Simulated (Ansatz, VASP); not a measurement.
## Mg2Sn in VASP and in Ansatz

INCAR

```
SYSTEM = Mg2Sn
PREC = Accurate
ENCUT = 600
EDIFF = 1E-6
ISMEAR = 0
SIGMA = 0.05
LREAL = .FALSE.
LASPH = .TRUE.
NELM = 120
ALGO = Normal
ISIF = 2
LWAVE = .FALSE.
LCHARG = .FALSE.
GGA = PE
NBANDS = 16
GGA_COMPAT = .FALSE.
```

Contents of KPOINTS:

```
regular mesh
0
G
  10 10 10
  0 0 0
```

The input POSCAR:

```
Mg2Sn
1.0
    0.0000000000      3.4306227053      3.4306227053
    3.4306227053      0.0000000000      3.4306227053
    3.4306227053      3.4306227053      0.0000000000
Mg Sn
2 1
Direct
    0.2500000000      0.2500000000      0.2500000000
    0.7500000000      0.7500000000      0.7500000000
    0.0000000000      0.0000000000      0.0000000000
```

Input for Ansatz:

```yaml
crystal:
  lattice:
    - [0.0, 3.4306227053, 3.4306227053]
    - [3.4306227053, 0.0, 3.4306227053]
    - [3.4306227053, 3.4306227053, 0.0]
  atoms:
    - { symbol: Mg, position: [0.25, 0.25, 0.25] }
    - { symbol: Mg, position: [0.75, 0.75, 0.75] }
    - { symbol: Sn, position: [0.0, 0.0, 0.0] }
basis:
  ecutwfc: 420
  ecutrho_ratio: 4
kpoints:
  mp_grid: { grid: [10, 10, 10] }
hamiltonian:
  xc: pbe
scf:
  occupations: { method: gaussian, width: 0.05 }
output:
  forces: true
  stress: true
  eigenvalues: true
```

Alike in both runs: task single point; functional PBE; k mesh 10 × 10 × 10; occupations gaussian, width 0.05 eV; no spin polarisation.

|  | VASP | Ansatz |
| --- | --- | --- |
| version | VASP 6.6.1 | Ansatz 0.2.0 |
| potentials or method | VASP PAW PBE potentials, release 64 (Mg, Sn_d), cutoff 600 eV | scalar-relativistic, plane waves, PAW |
| valence electrons in the cell | 18 | 34 |

|  | VASP | Ansatz | Ansatz less VASP |
| --- | --- | --- | --- |
| gap on the k mesh at the Fermi level (eV) | none | none | - |
| pressure (GPa) | -0.8 | -0.8 | -0.01 |

A gap of «none» marks a metal or a gap that the smearing closes. VASP's potentials hold 18 valence electrons a cell and Ansatz's 34, so a difference there can come from the potentials and not from the codes.
